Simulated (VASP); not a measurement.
Set up this calculation in VASP 6.6.1, as the native input.

```yaml
Task: single point
Functional: PBE
Potentials_or_basis: VASP PAW PBE potentials, release 64 (Fe)
Cutoff: 520 eV
k_mesh: 24 × 24 × 24
Occupations: fermi-dirac, width 0.0612256 eV
Spin: collinear spin, ferromagnetic start
Starting_moments: "[2.5] μB"
Dipole_correction: no
Further_INCAR_settings: ALGO = Normal; EDIFF = 1e-06; NBANDS = 14
```

The structure of Fe lies in POSCAR:

```
Fe
1.0
   -1.3866036848      1.3866036848      1.3866036848
    1.3866036848     -1.3866036848      1.3866036848
    1.3866036848      1.3866036848     -1.3866036848
Fe
1
Direct
    0.0000000000      0.0000000000      0.0000000000
```

These files were run (other wordings do the same):

INCAR

```
SYSTEM = Fe
ALGO = Normal ; EDIFF = 1E-6
ENCUT = 520 ; GGA = PE
ISIF = 2 ; ISMEAR = -1
ISPIN = 2 ; LASPH = .True.
LCHARG = .False. ; LMAXMIX = 4
LORBIT = 11 ; LREAL = .False.
LWAVE = .False. ; MAGMOM = 2.5
NBANDS = 14 ; NELM = 150
PREC = Accurate ; SIGMA = 0.06122561905347299
```

KPOINTS

```
k-points
0
Gamma
  24 24 24
  0 0 0
```

Potentials or basis: VASP PAW PBE potentials, release 64 (Fe).

The run is started by

```console
$ cat potpaw_PBE.64/Fe/POTCAR > POTCAR
$ mpirun -np 1 vasp_std > vasp.out
```

Results of the run:

```yaml
Pressure: 13.5 GPa
Net_moment: 2.07 μB per cell
Site_moments: Fe +2.06 μB
Valence_electrons_inside_the_program's_atomic_spheres: Fe 7.41
```

Wall time 3.4 min on 1 thread of AMD EPYC 7R13 (shared host), peak memory 0.17 GiB.
